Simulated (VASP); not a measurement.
# Cs2SnI6 (Fm-3m) in VASP: notebook

Cs2SnI6 is run at these levels: PBEsol, PBE; tasks: single point.

Program: VASP 6.6.1. These are calculated values, not measurements. Logs are shortened: lines on timing, memory, paths and dates and some standing lists are left out, and cuts for length are marked.

**Measured values to compare with.**

From “Changes in charge density vs changes in formal oxidation states: The case of Sn halide perovskites and their ordered vacancy analogues”, 2017, arxiv:1705.01565, for a powder of Cs2SnI6: band gap 1.3 eV (optical).

The results are compared with them further down.

## 1. The cell of the first run

The structure is cubic, space group Fm-3m (No. 225). The conventional cell has a = 11.768 Å, b = 11.768 Å, c = 11.768 Å, α = 90.00°, β = 90.00°, γ = 90.00°. Within 3.8 Å of Sn (site symmetry m-3m) lie 6 I at 2.88 Å. Cs (site symmetry -43m) has 12 I at 4.16 Å and 4 Sn at 5.10 Å within 5.5 Å. Within 3.8 Å of I (site symmetry 4mm) lie 1 Sn at 2.88 Å.

## 2. Single point, PBEsol

File INCAR:

```
ALGO = Normal
EDIFF = 1E-6
ENCUT = 500
GGA = PS
GGA_COMPAT = False
ISIF = 2
ISMEAR = -1
LASPH = True
LCHARG = True
LELF = True
LREAL = False
LVHAR = True
LWAVE = False
NBANDS = 47
NELM = 120
PREC = Accurate
SIGMA = 0.0318
```

File KPOINTS:

```
k-points
0
Gamma
  3 3 3
```

File POSCAR:

```
Cs2SnI6
1.0
    0.0000000000      5.8837670000      5.8837670000
    5.8837670000      0.0000000000      5.8837670000
    5.8837670000      5.8837670000      0.0000000000
Sn Cs I
1 2 6
Direct
    0.0000000000      0.0000000000      0.0000000000
    0.2500000000      0.2500000000      0.2500000000
    0.7500000000      0.7500000000      0.7500000000
    0.7550000000      0.2450000000      0.2450000000
    0.2450000000      0.7550000000      0.2450000000
    0.2450000000      0.7550000000      0.7550000000
    0.7550000000      0.2450000000      0.7550000000
    0.2450000000      0.2450000000      0.7550000000
    0.7550000000      0.7550000000      0.2450000000
```

Potentials or basis: VASP PAW PBE potentials, release 64 (Sn_d, Cs_sv, I).

Run with:

```sh
$ cat potpaw_PBE.64/Sn_d/POTCAR potpaw_PBE.64/Cs_sv/POTCAR potpaw_PBE.64/I/POTCAR > POTCAR
$ mpirun -np 1 vasp_std > vasp.out
```

OUTCAR:

```text
EDIFF = 1E-6
   ENCUT = 500
   GGA = PS
   ISIF = 2
   ISMEAR = -1
   LASPH = True
   LREAL = False
   NELM = 120
   PREC = Accurate

 ion  position               nearest neighbor table
   1  0.000  0.000  0.000-   4 2.88   5 2.88   6 2.88   7 2.88   8 2.88   9 2.88
   2  0.250  0.250  0.250-
   3  0.750  0.750  0.750-
   4  0.755  0.245  0.245-   1 2.88
   5  0.245  0.755  0.245-   1 2.88
   6  0.245  0.755  0.755-   1 2.88
   7  0.755  0.245  0.755-   1 2.88
   8  0.245  0.245  0.755-   1 2.88
   9  0.755  0.755  0.245-   1 2.88

  LATTYP: Found a face centered cubic cell.
 ALAT       =    11.7675340000

  Lattice vectors:

 A1 = (   0.0000000000,   5.8837670000,   5.8837670000)
 A2 = (   5.8837670000,   0.0000000000,   5.8837670000)
 A3 = (   5.8837670000,   5.8837670000,   0.0000000000)

Analysis of symmetry for initial positions (statically):
=====================================================================
 Subroutine PRICEL returns:
 Original cell was already a primitive cell.

 Routine SETGRP: Setting up the symmetry group for a
 face centered cubic supercell.

 Subroutine GETGRP returns: Found 48 space group operations
 (whereof 48 operations were pure point group operations)
 out of a pool of 48 trial point group operations.

The static configuration has the point symmetry O_h .

Analysis of symmetry for dynamics (positions and initial velocities):
=====================================================================
 Subroutine PRICEL returns:
 Original cell was already a primitive cell.

 Routine SETGRP: Setting up the symmetry group for a
 face centered cubic supercell.

 Subroutine GETGRP returns: Found 48 space group operations
 (whereof 48 operations were pure point group operations)
 out of a pool of 48 trial point group operations.

The dynamic configuration has the point symmetry O_h .

 Subroutine INISYM returns: Found 48 space group operations
 (whereof 48 operations are pure point group operations),
 and found     1 'primitive' translations

----------------------------------------------------------------------------------------

                                     Primitive cell

  volume of cell :     407.3769

  direct lattice vectors                    reciprocal lattice vectors
     0.000000000  5.883767000  5.883767000    -0.084979572  0.084979572  0.084979572
     5.883767000  0.000000000  5.883767000     0.084979572 -0.084979572  0.084979572
     5.883767000  5.883767000  0.000000000     0.084979572  0.084979572 -0.084979572

  length of vectors
     8.320903089  8.320903089  8.320903089     0.147188936  0.147188936  0.147188936

  position of ions in fractional coordinates (direct lattice)
     0.000000000  0.000000000  0.000000000
     0.250000000  0.250000000  0.250000000
     0.750000000  0.750000000  0.750000000
     0.755000000  0.245000000  0.245000000
     0.245000000  0.755000000  0.245000000
     0.245000000  0.755000000  0.755000000
     0.755000000  0.245000000  0.755000000
     0.245000000  0.245000000  0.755000000
     0.755000000  0.755000000  0.245000000

  ion indices of the primitive-cell ions
   primitive index   ion index
                 1           1
                 2           2
                 3           3
                 4           4
                 5           5
                 6           6
                 7           7
                 8           8
                 9           9

----------------------------------------------------------------------------------------

 KPOINTS: k-points

Automatic generation of k-mesh.
 Grid dimensions read from file:
 generate k-points for:    3    3    3

 Generating k-lattice:

  Cartesian coordinates                     Fractional coordinates (reciprocal lattice)
    -0.028326524  0.028326524  0.028326524     0.333333333  0.000000000  0.000000000
     0.028326524 -0.028326524  0.028326524     0.000000000  0.333333333  0.000000000
     0.028326524  0.028326524 -0.028326524     0.000000000  0.000000000  0.333333333

  Length of vectors
     0.049062979  0.049062979  0.049062979

  Shift w.r.t. Gamma in fractional coordinates (k-lattice)
     0.000000000  0.000000000  0.000000000

 Subroutine IBZKPT returns following result:
 ===========================================

 Found      4 irreducible k-points:

 Following reciprocal coordinates:
            Coordinates               Weight
  0.000000  0.000000  0.000000      1.000000
  0.333333  0.000000  0.000000      8.000000
  0.333333  0.333333  0.000000      6.000000
 -0.333333  0.333333  0.000000     12.000000
   k-points           NKPTS =      4   k-points in BZ     NKDIM =      4   number of bands    NBANDS=     47
   number of dos      NEDOS =    301   number of ions     NIONS =      9
   total plane-waves  NPLWV = 262144
   dimension x,y,z NGX =    64 NGY =   64 NGZ =   64
   dimension x,y,z NGXF=   128 NGYF=  128 NGZF=  128
   ions per type =               1   2   6
   NGX,Y,Z   is equivalent  to a cutoff of  12.79, 12.79, 12.79 a.u.
   NGXF,Y,Z  is equivalent  to a cutoff of  25.57, 25.57, 25.57 a.u.
 SYSTEM =  unknown system
   PREC   = accura    normal or accurate (medium, high low for compatibility)
   ISTART =      0    job   : 0-new  1-cont  2-samecut
   ICHARG =      2    charge: 1-file 2-atom 10-const
   ISPIN  =      1    spin polarized calculation?
   LNONCOLLINEAR =      F non collinear calculations
   LSORBIT =      F    spin-orbit coupling
   LASPH  =      T    aspherical Exc in radial PAW
   ENCUT  =  500.0 eV  36.75 Ry    6.06 a.u.  15.17 15.17 15.17*2*pi/ulx,y,z
   NELM   =    120;   NELMIN=  2; NELMDL= -5     # of ELM steps
   EDIFF  = 0.1E-05   stopping-criterion for ELM
   LREAL  =      F    real-space projection
   EDIFFG = 0.1E-04   stopping-criterion for IOM
   NSW    =      0    number of steps for IOM
   IBRION =     -1    ionic relax: 0-MD 1-quasi-New 2-CG
   NFREE  =      0    steps in history (QN), initial steepest desc. (CG)
   ISIF   =      2    stress and relaxation
   ISYM   =      2    0-nonsym 1-usesym 2-fastsym
   POTIM  = 0.5000    time-step for ionic-motion
   TEBEG  =    0.0;   TEEND  =   0.0 temperature during run
   PSTRESS=    0.0 pullay stress
   NELECT =      74.0000    total number of electrons
   NUPDOWN=      -1.0000    fix difference up-down
   EMIN   =  10.00;   EMAX   =-10.00  energy-range for DOS
   EFERMI =   0.00;   METHOD = LEGACY
   ISMEAR =    -1;   SIGMA  =   0.03  broadening in eV -4-tet -1-fermi 0-gaus
   EFERMI_NEDOS =   21; number of points for ismear=-14 and -15
   IALGO  =     38    algorithm
   IMIX   =      4    mixing-type and parameters
     AMIX     =   0.40;   BMIX     =  1.00
     AMIX_MAG =   1.60;   BMIX_MAG =  1.00
  volume/ion in A,a.u.               =      45.26       305.46
  Fermi-wavevector in a.u.,A,eV,Ry     =   0.927157  1.752073 11.695841  0.859620
  Thomas-Fermi vector in A             =   2.053197
   LORBIT       =      0    0 simple, 1 ext, 2 COOP (PROOUT), +10 PAW based schemes
   GGA     = PS    functional components
   LHFCALC =     F    Hartree Fock is set to
   AEXX    =    0.0000 exact exchange contribution
   IVDW    =     0    specifies the selected vdW correction
   LEPSILON=     F    determine dielectric tensor
   LRPA    =     F    only Hartree local field effects (RPA)
 non-spin polarized calculation
  energy-cutoff  :      500.00
  volume of cell :      407.38
 maximum number of plane-waves:     10417
 NGX is ok and might be reduce to    64
   NGX = 31   NGY = 31   NGZ = 31

 number of electron      73.9999999 magnetization

 Free energy of the ion-electron system (eV)
  ---------------------------------------------------
  ext. energy  EPLUGINS =         0.00000000
  ---------------------------------------------------
  free energy    TOTEN  =       -24.83449847 eV

  energy without entropy =      -24.82853413  energy(sigma->0) =      -24.83151630

 E-fermi :   1.6118     XC(G=0):  -7.9741

 val. band max:        1.5320994726   @ k =   0.0000   0.0000   0.0000
 cond. band min:       1.6155211687   @ k =   0.0000   0.0000   0.0000
 fundamental gap:      0.0834216961
 Fermi energy:         1.6117741116

 k-point     1 :       0.0000    0.0000    0.0000
  band No.  band energies     occupation
      1     -19.7538      2.00000
      2     -19.7538      2.00000
      3     -19.7039      2.00000
      4     -19.7039      2.00000
      5     -19.7039      2.00000
      6     -18.8837      2.00000
[... 39 lines left out ...]
     46       6.5857      0.00000
     47       6.5857      0.00000

 k-point     2 :       0.3333    0.0000    0.0000
  band No.  band energies     occupation
      1     -19.7538      2.00000
      2     -19.7538      2.00000
      3     -19.7039      2.00000
      4     -19.7039      2.00000
      5     -19.7039      2.00000
      6     -18.8828      2.00000
[... 39 lines left out ...]
     46       7.2355      0.00000
     47       7.3329      0.00000

 k-point     3 :       0.3333    0.3333    0.0000
  band No.  band energies     occupation
      1     -19.7538      2.00000
      2     -19.7538      2.00000
      3     -19.7039      2.00000
      4     -19.7039      2.00000
      5     -19.7039      2.00000
      6     -18.8827      2.00000
[... 39 lines left out ...]
     46       7.1123      0.00000
     47       7.4620      0.00000

 k-point     4 :      -0.3333    0.3333    0.0000
  band No.  band energies     occupation
      1     -19.7538      2.00000
      2     -19.7538      2.00000
      3     -19.7039      2.00000
      4     -19.7039      2.00000
      5     -19.7039      2.00000
      6     -18.8819      2.00000
[... 39 lines left out ...]
     46       7.5824      0.00000
     47       7.6615      0.00000

------------------------ aborting loop because EDIFF is reached ----------------------------------------

  FORCE on cell =-STRESS in cart. coord.  units (eV):
  Direction    XX          YY          ZZ          XY          YZ          ZX
  --------------------------------------------------------------------------------------
  -------------------------------------------------------------------------------------
  Total       -1.3034853     -1.3034853     -1.3034853      0.0000000      0.0000000      0.0000000
  in kB       -5.1264925     -5.1264925     -5.1264925      0.0000000      0.0000000      0.0000000
  external PRESSURE =      -5.1264925 kB  Pullay stress =       0.0000000 kB

 VOLUME and BASIS-vectors are now :
 -----------------------------------------------------------------------------
  energy-cutoff  :      500.00
  volume of cell :      407.38
      direct lattice vectors                 reciprocal lattice vectors
     0.000000000  5.883767000  5.883767000    -0.084979572  0.084979572  0.084979572
     5.883767000  0.000000000  5.883767000     0.084979572 -0.084979572  0.084979572
     5.883767000  5.883767000  0.000000000     0.084979572  0.084979572 -0.084979572

 POSITION                                       TOTAL-FORCE (eV/Angst)
 -----------------------------------------------------------------------------------
      0.00000      0.00000      0.00000        -0.000000     -0.000000      0.000000
      2.94188      2.94188      2.94188         0.000000      0.000000      0.000000
      8.82565      8.82565      8.82565         0.000000     -0.000000      0.000000
      2.88305      5.88377      5.88377        -0.022313     -0.000000      0.000000
      5.88377      2.88305      5.88377        -0.000000     -0.022313      0.000000
      8.88449      5.88377      5.88377         0.022313     -0.000000      0.000000
      5.88377      8.88449      5.88377        -0.000000      0.022313      0.000000
      5.88377      5.88377      2.88305        -0.000000     -0.000000     -0.022313
      5.88377      5.88377      8.88449        -0.000000     -0.000000      0.022313
 -----------------------------------------------------------------------------------
    total drift:                                0.000000      0.000000     -0.000000

  FREE ENERGIE OF THE ION-ELECTRON SYSTEM (eV)
  ---------------------------------------------------
  free  energy   TOTEN  =       -24.8344984714 eV

  energy  without entropy=      -24.8285341271  energy(sigma->0) =      -24.83151630
```

It took 2.5 min on 1 thread of Oxide Virtual Turin-like, shared host; peak memory 0.57 GiB.

What came out:

- Free energy: -24.8345 eV
- Pressure: -0.5 GPa
- Largest force: 0.022 eV/Å
- Band gap on the k mesh: 0.08 eV

Forces in eV/Å, atoms in the order of the input:
```
Sn   0.000  0.000  0.000
Cs   0.000  0.000  0.000
Cs   0.000  0.000  0.000
I   -0.022  0.000  0.000
I    0.000 -0.022  0.000
I    0.022  0.000  0.000
I    0.000  0.022  0.000
I    0.000  0.000 -0.022
I    0.000  0.000  0.022
```

Caveat: semilocal functionals underestimate gaps, and a narrow one can read as zero; the PAW data sets were made with another functional, which shifts forces and pressure a little; spin-orbit coupling is left out, which moves the levels of the heavy elements.

(Part 1 of 2 ends here.)
